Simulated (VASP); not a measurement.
# SnO3 (Pm-3m) in VASP: further runs

Runs on SnO3. Level: PBE. Tasks: single point, relaxation of cell and atoms.

All numbers are computed with VASP 6.6.1; they aren't measurements. Logs are shortened: lines on timing, memory, paths and dates and some standing lists are left out, and cuts for length are marked.

## Step 1: The cell of the first run

It takes space group Pm-3m (No. 221, cubic). Conventional cell: a = 3.428 Å, b = 3.428 Å, c = 3.428 Å, α = 90.00°, β = 90.00°, γ = 90.00°. Sn (site symmetry m-3m) has 12 O at 2.42 Å within 3.2 Å. O (site symmetry 4/mmm) has 4 Sn at 2.42 Å and 8 O at 2.42 Å within 3.2 Å.

## Step 2: Single point, PBE

The input, INCAR:

```
PREC = Accurate
ENCUT = 520
EDIFF = 1E-6
ISMEAR = 0
SIGMA = 0.1
LREAL = False
LASPH = True
NELM = 80
ALGO = Normal
ISIF = 2
LWAVE = False
LCHARG = True
GGA = PE
LELF = True
LVHAR = True
NBANDS = 24
```

The input, KPOINTS:

```
regular mesh
0
Gamma
  4 4 4
```

The input, POSCAR:

```
SnO3
1.0
    3.4275555479      0.0000000000      0.0000000000
    0.0000000000      3.4275555479      0.0000000000
    0.0000000000      0.0000000000      3.4275555479
Sn O
1 3
Direct
    0.0000000000      0.0000000000      0.0000000000
    0.0000000000      0.5000000000      0.5000000000
    0.5000000000      0.0000000000      0.5000000000
    0.5000000000      0.5000000000      0.0000000000
```

Potentials or basis: VASP PAW PBE potentials, release 64 (Sn_d, O).

Command:

```console
$ cat potpaw_PBE.64/Sn_d/POTCAR potpaw_PBE.64/O/POTCAR > POTCAR
$ mpirun -np 1 vasp_std > vasp.out
```

OUTCAR:

```text
PREC = Accurate
   ENCUT = 520
   EDIFF = 1E-6
   ISMEAR = 0
   LREAL = False
   LASPH = True
   NELM = 80
   ISIF = 2
   GGA = PE

 ion  position               nearest neighbor table
   1  0.000  0.000  0.000-   2 2.42   3 2.42   4 2.42   2 2.42   3 2.42   2 2.42   4 2.42   2 2.42
                             3 2.42   4 2.42   3 2.42   4 2.42
   2  0.000  0.500  0.500-   1 2.42   1 2.42   1 2.42   1 2.42
   3  0.500  0.000  0.500-   1 2.42   1 2.42   1 2.42   1 2.42
   4  0.500  0.500  0.000-   1 2.42   1 2.42   1 2.42   1 2.42

  LATTYP: Found a simple cubic cell.
 ALAT       =     3.4275555479

  Lattice vectors:

 A1 = (   3.4275555479,   0.0000000000,   0.0000000000)
 A2 = (   0.0000000000,   3.4275555479,   0.0000000000)
 A3 = (   0.0000000000,   0.0000000000,   3.4275555479)

Analysis of symmetry for initial positions (statically):
=====================================================================
 Subroutine PRICEL returns:
 Original cell was already a primitive cell.

 Routine SETGRP: Setting up the symmetry group for a
 simple cubic supercell.

 Subroutine GETGRP returns: Found 48 space group operations
 (whereof 48 operations were pure point group operations)
 out of a pool of 48 trial point group operations.

The static configuration has the point symmetry O_h .

Analysis of symmetry for dynamics (positions and initial velocities):
=====================================================================
 Subroutine PRICEL returns:
 Original cell was already a primitive cell.

 Routine SETGRP: Setting up the symmetry group for a
 simple cubic supercell.

 Subroutine GETGRP returns: Found 48 space group operations
 (whereof 48 operations were pure point group operations)
 out of a pool of 48 trial point group operations.

The dynamic configuration has the point symmetry O_h .

 Subroutine INISYM returns: Found 48 space group operations
 (whereof 48 operations are pure point group operations),
 and found     1 'primitive' translations

----------------------------------------------------------------------------------------

                                     Primitive cell

  volume of cell :      40.2674

  direct lattice vectors                    reciprocal lattice vectors
     3.427555548  0.000000000  0.000000000     0.291753113  0.000000000  0.000000000
     0.000000000  3.427555548  0.000000000     0.000000000  0.291753113  0.000000000
     0.000000000  0.000000000  3.427555548     0.000000000  0.000000000  0.291753113

  length of vectors
     3.427555548  3.427555548  3.427555548     0.291753113  0.291753113  0.291753113

  position of ions in fractional coordinates (direct lattice)
     0.000000000  0.000000000  0.000000000
     0.000000000  0.500000000  0.500000000
     0.500000000  0.000000000  0.500000000
     0.500000000  0.500000000  0.000000000

  ion indices of the primitive-cell ions
   primitive index   ion index
                 1           1
                 2           2
                 3           3
                 4           4

----------------------------------------------------------------------------------------

 KPOINTS: regular mesh

Automatic generation of k-mesh.
 Grid dimensions read from file:
 generate k-points for:    4    4    4

 Generating k-lattice:

  Cartesian coordinates                     Fractional coordinates (reciprocal lattice)
     0.072938278  0.000000000  0.000000000     0.250000000  0.000000000  0.000000000
     0.000000000  0.072938278  0.000000000     0.000000000  0.250000000  0.000000000
     0.000000000  0.000000000  0.072938278     0.000000000  0.000000000  0.250000000

  Length of vectors
     0.072938278  0.072938278  0.072938278

  Shift w.r.t. Gamma in fractional coordinates (k-lattice)
     0.000000000  0.000000000  0.000000000

 Subroutine IBZKPT returns following result:
 ===========================================

 Found     10 irreducible k-points:

 Following reciprocal coordinates:
            Coordinates               Weight
  0.000000  0.000000  0.000000      1.000000
  0.250000  0.000000  0.000000      6.000000
  0.500000  0.000000  0.000000      3.000000
  0.250000  0.250000  0.000000     12.000000
  0.500000  0.250000  0.000000     12.000000
  0.500000  0.500000  0.000000      3.000000
  0.250000  0.250000  0.250000      8.000000
  0.500000  0.250000  0.250000     12.000000
  0.500000  0.500000  0.250000      6.000000
  0.500000  0.500000  0.500000      1.000000
   k-points           NKPTS =     10   k-points in BZ     NKDIM =     10   number of bands    NBANDS=     24
   number of dos      NEDOS =    301   number of ions     NIONS =      4
   total plane-waves  NPLWV =  21952
   dimension x,y,z NGX =    28 NGY =   28 NGZ =   28
   dimension x,y,z NGXF=    56 NGYF=   56 NGZF=   56
   ions per type =               1   3
   NGX,Y,Z   is equivalent  to a cutoff of  13.58, 13.58, 13.58 a.u.
   NGXF,Y,Z  is equivalent  to a cutoff of  27.16, 27.16, 27.16 a.u.
 SYSTEM =  unknown system
   PREC   = accura    normal or accurate (medium, high low for compatibility)
   ISTART =      0    job   : 0-new  1-cont  2-samecut
   ICHARG =      2    charge: 1-file 2-atom 10-const
   ISPIN  =      1    spin polarized calculation?
   LNONCOLLINEAR =      F non collinear calculations
   LSORBIT =      F    spin-orbit coupling
   LASPH  =      T    aspherical Exc in radial PAW
   ENCUT  =  520.0 eV  38.22 Ry    6.18 a.u.   6.37  6.37  6.37*2*pi/ulx,y,z
   NELM   =     80;   NELMIN=  2; NELMDL= -5     # of ELM steps
   EDIFF  = 0.1E-05   stopping-criterion for ELM
   LREAL  =      F    real-space projection
   EDIFFG = 0.1E-04   stopping-criterion for IOM
   NSW    =      0    number of steps for IOM
   IBRION =     -1    ionic relax: 0-MD 1-quasi-New 2-CG
   NFREE  =      0    steps in history (QN), initial steepest desc. (CG)
   ISIF   =      2    stress and relaxation
   ISYM   =      2    0-nonsym 1-usesym 2-fastsym
   POTIM  = 0.5000    time-step for ionic-motion
   TEBEG  =    0.0;   TEEND  =   0.0 temperature during run
   PSTRESS=    0.0 pullay stress
   NELECT =      32.0000    total number of electrons
   NUPDOWN=      -1.0000    fix difference up-down
   EMIN   =  10.00;   EMAX   =-10.00  energy-range for DOS
   EFERMI =   0.00;   METHOD = LEGACY
   ISMEAR =     0;   SIGMA  =   0.10  broadening in eV -4-tet -1-fermi 0-gaus
   EFERMI_NEDOS =   21; number of points for ismear=-14 and -15
   IALGO  =     38    algorithm
   IMIX   =      4    mixing-type and parameters
     AMIX     =   0.40;   BMIX     =  1.00
     AMIX_MAG =   1.60;   BMIX_MAG =  1.00
  volume/ion in A,a.u.               =      10.07        67.93
  Fermi-wavevector in a.u.,A,eV,Ry     =   1.516376  2.865536 31.285197  2.299397
  Thomas-Fermi vector in A             =   2.625774
   LORBIT       =      0    0 simple, 1 ext, 2 COOP (PROOUT), +10 PAW based schemes
   GGA     = PE    functional components
   LHFCALC =     F    Hartree Fock is set to
   AEXX    =    0.0000 exact exchange contribution
   IVDW    =     0    specifies the selected vdW correction
   LEPSILON=     F    determine dielectric tensor
   LRPA    =     F    only Hartree local field effects (RPA)
 non-spin polarized calculation
 Gauss-broadening in eV      SIGMA  =   0.10
  energy-cutoff  :      520.00
  volume of cell :       40.27
 maximum number of plane-waves:      1108
 NGX is ok and might be reduce to    28
   NGX = 13   NGY = 13   NGZ = 13

 number of electron      31.9999971 magnetization

 Free energy of the ion-electron system (eV)
  ---------------------------------------------------
  ext. energy  EPLUGINS =         0.00000000
  ---------------------------------------------------
  free energy    TOTEN  =       -17.54975952 eV

  energy without entropy =      -17.50766991  energy(sigma->0) =      -17.52871471

 E-fermi :   7.2740     XC(G=0): -12.2559

 val. band max:        7.2514623718   @ k =   0.5000   0.5000   0.2500
 cond. band min:       7.2879834724   @ k =   0.5000   0.5000   0.0000
 fundamental gap:      0.0365211006
 Fermi energy:         7.2740486729

 k-point     1 :       0.0000    0.0000    0.0000
  band No.  band energies     occupation
      1     -14.2449      2.00000
      2     -14.2449      2.00000
      3     -14.0020      2.00000
      4     -14.0020      2.00000
      5     -14.0020      2.00000
      6     -12.7488      2.00000
[... 16 lines left out ...]
     23      18.3561      0.00000
     24      21.8486      0.00000

 k-point     2 :       0.2500    0.0000    0.0000
  band No.  band energies     occupation
      1     -14.2069      2.00000
      2     -14.1842      2.00000
      3     -14.0338      2.00000
      4     -14.0338      2.00000
      5     -14.0004      2.00000
      6     -12.2813      2.00000
[... 16 lines left out ...]
     23      21.8866      0.00000
     24      22.9451      0.00000

 k-point     3 :       0.5000    0.0000    0.0000
  band No.  band energies     occupation
      1     -14.1680      2.00000
      2     -14.1278      2.00000
      3     -14.0653      2.00000
      4     -14.0653      2.00000
      5     -13.9987      2.00000
      6     -11.3702      2.00000
[... 16 lines left out ...]
     23      23.9997      0.00000
     24      26.0062      0.00000
[... 136 lines left out ...]
 k-point     9 :       0.5000    0.5000    0.2500
  band No.  band energies     occupation
      1     -14.3012      2.00000
      2     -14.1799      2.00000
      3     -14.1799      2.00000
      4     -14.0361      2.00000
      5     -13.9682      2.00000
      6      -9.8063      2.00000
[... 16 lines left out ...]
     23      24.6296      0.00000
     24      24.6296      0.00000

 k-point    10 :       0.5000    0.5000    0.5000
  band No.  band energies     occupation
      1     -14.2894      2.00000
      2     -14.2894      2.00000
      3     -14.2894      2.00000
      4     -13.9644      2.00000
      5     -13.9644      2.00000
      6      -9.4709      2.00000
[... 16 lines left out ...]
     23      23.2531      0.00000
     24      23.2531      0.00000

------------------------ aborting loop because EDIFF is reached ----------------------------------------

  FORCE on cell =-STRESS in cart. coord.  units (eV):
  Direction    XX          YY          ZZ          XY          YZ          ZX
  --------------------------------------------------------------------------------------
  -------------------------------------------------------------------------------------
  Total        0.0236361      0.0236361      0.0236361     -0.0000000      0.0000000     -0.0000000
  in kB        0.9404458      0.9404458      0.9404458     -0.0000000      0.0000000     -0.0000000
  external PRESSURE =       0.9404458 kB  Pullay stress =       0.0000000 kB

 VOLUME and BASIS-vectors are now :
 -----------------------------------------------------------------------------
  energy-cutoff  :      520.00
  volume of cell :       40.27
      direct lattice vectors                 reciprocal lattice vectors
     3.427555548  0.000000000  0.000000000     0.291753113  0.000000000  0.000000000
     0.000000000  3.427555548  0.000000000     0.000000000  0.291753113  0.000000000
     0.000000000  0.000000000  3.427555548     0.000000000  0.000000000  0.291753113

 POSITION                                       TOTAL-FORCE (eV/Angst)
 -----------------------------------------------------------------------------------
      0.00000      0.00000      0.00000         0.000000      0.000000      0.000000
      0.00000      1.71378      1.71378         0.000000      0.000000      0.000000
      1.71378      0.00000      1.71378         0.000000      0.000000      0.000000
      1.71378      1.71378      0.00000         0.000000      0.000000      0.000000
 -----------------------------------------------------------------------------------
    total drift:                               -0.000000      0.000000      0.000000

  FREE ENERGIE OF THE ION-ELECTRON SYSTEM (eV)
  ---------------------------------------------------
  free  energy   TOTEN  =       -17.5497595153 eV

  energy  without entropy=      -17.5076699060  energy(sigma->0) =      -17.52871471
```

It took 6.4 s on 1 thread of Intel Xeon 6975P-C, shared host; peak memory 0.15 GiB.

Results:

| Item | Value |
| --- | --- |
| Free energy | -17.5498 eV |
| Pressure | 0.1 GPa |
| Band gap on the k mesh | zero (band 16 reaches 7.44 eV, above the bottom of band 17 at 7.10 eV) |

Levels at points of the mesh, in eV from the Fermi level:
| k point | band 12 | band 13 | band 14 | band 15 | band 16 | band 17 | band 18 | band 19 | band 20 | band 21 |
| --- | --- | --- | --- | --- | --- | --- | --- | --- | --- | --- |
| (0.00, 0.00, 0.00) | -3.04 | -1.75 | -1.75 | -1.75 | 0.08 | 0.08 | 0.08 | 10.83 | 10.83 | 10.83 |
| (0.50, 0.00, 0.00) | -3.22 | -3.22 | -2.31 | -1.80 | -0.18 | -0.18 | 2.82 | 4.26 | 8.67 | 8.67 |
| (0.50, 0.50, 0.00) | -3.74 | -2.36 | -2.36 | -1.84 | 0.01 | 0.48 | 2.12 | 6.49 | 7.52 | 7.52 |
| (0.50, 0.50, 0.50) | -5.88 | -3.27 | -0.06 | -0.06 | -0.06 | 0.52 | 0.52 | 9.63 | 9.63 | 9.63 |

Caveat: the k points lie up to 0.46 Å⁻¹ apart; spin-orbit coupling is left out, which moves the levels of the heavy elements.

## Step 3: Single point, PBE

This run uses another cell than the first one, of 15.81 Å³/atom, 1.571 times its volume.

The input, INCAR:

```
SYSTEM = SnO3
ALGO = Normal ; EDIFF = 1E-7
ENCUT = 520 ; GGA = PE
ISIF = 2 ; ISMEAR = 0
LASPH = .TRUE. ; LCHARG = .FALSE.
LREAL = .FALSE. ; LWAVE = .FALSE.
NBANDS = 24 ; NELM = 80
PREC = Accurate ; SIGMA = 0.1
```

The input, KPOINTS:

```
k-points
0
G
  4 4 4
  0 0 0
```

The input, POSCAR:

```
SnO3
1.0
    3.9842607700      0.0000000000      0.0000000000
    0.0000000000      3.9842607700      0.0000000000
    0.0000000000      0.0000000000      3.9842607700
Sn O
1 3
Direct
    0.0000000000      0.0000000000      0.0000000000
    0.0000000000      0.5000000000      0.5000000000
    0.5000000000      0.0000000000      0.5000000000
    0.5000000000      0.5000000000      0.0000000000
```

Potentials or basis: VASP PAW PBE potentials, release 64 (Sn_d, O).

Command:

```console
$ cat potpaw_PBE.64/Sn_d/POTCAR potpaw_PBE.64/O/POTCAR > POTCAR
$ mpirun -np 1 vasp_std > vasp.out
```

It took 9.8 s on 1 thread of Intel Xeon 6975P-C, shared host; peak memory 0.17 GiB.

Results (log left out):

- Free energy: -15.1291 eV
- Pressure: -21.1 GPa
- Band gap on the k mesh: zero (band 16 reaches 1.90 eV, above the bottom of band 17 at 1.74 eV)

Levels at points of the mesh, in eV from the Fermi level:
| k point | band 12 | band 13 | band 14 | band 15 | band 16 | band 17 | band 18 | band 19 | band 20 | band 21 |
| --- | --- | --- | --- | --- | --- | --- | --- | --- | --- | --- |
| (0.00, 0.00, 0.00) | -2.80 | -0.77 | -0.77 | -0.77 | 0.07 | 0.07 | 0.07 | 6.99 | 6.99 | 6.99 |
| (0.50, 0.00, 0.00) | -1.54 | -1.54 | -1.09 | -1.02 | -0.04 | -0.04 | 0.77 | 3.13 | 6.04 | 6.04 |
| (0.50, 0.50, 0.00) | -2.00 | -1.16 | -1.16 | -0.84 | 0.07 | 0.18 | 0.25 | 4.99 | 4.99 | 5.05 |
| (0.50, 0.50, 0.50) | -3.61 | -2.99 | 0.07 | 0.07 | 0.07 | 0.27 | 0.27 | 6.30 | 6.30 | 6.30 |

Caveat: the k points lie up to 0.39 Å⁻¹ apart; spin-orbit coupling is left out, which moves the levels of the heavy elements.

(Continued in part 2 of 3.)
